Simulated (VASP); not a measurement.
Input of a VASP 6.6.1 run:

Contents of INCAR:

```
PREC = Accurate ; ENCUT = 520
EDIFF = 1E-8 ; ISMEAR = -1
SIGMA = 0.01 ; LREAL = F
LASPH = T ; NELM = 80
ALGO = Normal ; ISIF = 2
LWAVE = F ; LCHARG = F
GGA = PS ; LEFG = T
NBANDS = 15
```

File KPOINTS:

```
regular mesh
0
Gamma
  7 7 7
```

POSCAR

```
KCl
1.0
    3.6340000000      0.0000000000      0.0000000000
    0.0000000000      3.6340000000      0.0000000000
    0.0000000000      0.0000000000      3.6340000000
K Cl
1 1
Direct
    0.0000000000      0.0000000000      0.0000000000
    0.5000000000      0.5000000000      0.5000000000
```

Potentials or basis: VASP PAW PBE potentials, release 64 (K_sv, Cl).

The run is started by

```sh
$ cat potpaw_PBE.64/K_sv/POTCAR potpaw_PBE.64/Cl/POTCAR > POTCAR
$ mpirun -np 1 vasp_std > vasp.out
```

**Question.** Estimate the band gap on the k mesh.

**Answer.** 5.40 eV, indirect (least direct gap 5.60 eV).

**Question.** Estimate the pressure.

**Answer.** 2.4 GPa.

Caveat: without QUAD_EFG the Cq values of the log hold for a quadrupole moment of 1 mb, not for the nuclei; the PAW data sets were made with another functional, which shifts forces and pressure a little. A k mesh can miss the band edges.
